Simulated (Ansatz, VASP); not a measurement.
**One calculation of Cd, two programs**

```
CELL_PARAMETERS angstrom
0.54068 2.51880 2.51880
2.51880 0.54068 2.51880
2.51880 2.51880 0.54068
ATOMIC_POSITIONS crystal
Cd 0.00000 0.00000 0.00000
```

Alike in both runs: task single point; functional PBE; k mesh 20 × 20 × 20; occupations gaussian, width 0.15 eV; no spin polarisation.

|  | VASP | Ansatz |
| --- | --- | --- |
| version | VASP 6.6.1 | Ansatz 0.2.0 |
| potentials or method | VASP PAW PBE potentials, release 64 (Cd), cutoff 520 eV | scalar-relativistic, plane waves, PAW |
| valence electrons in the cell | 12 | 20 |

|  | VASP | Ansatz | Ansatz less VASP |
| --- | --- | --- | --- |
| gap on the k mesh at the Fermi level (eV) | none | none | - |
| pressure (GPa) | 9.4 | 8.8 | -0.55 |
| traceless stress, the component that is largest in VASP (GPa) | -4.70 | -4.49 | +0.213 |

A gap of «none» marks a metal or a gap that the smearing closes. VASP's potentials hold 12 valence electrons a cell and Ansatz's 20, so a difference there can come from the potentials and not from the codes.
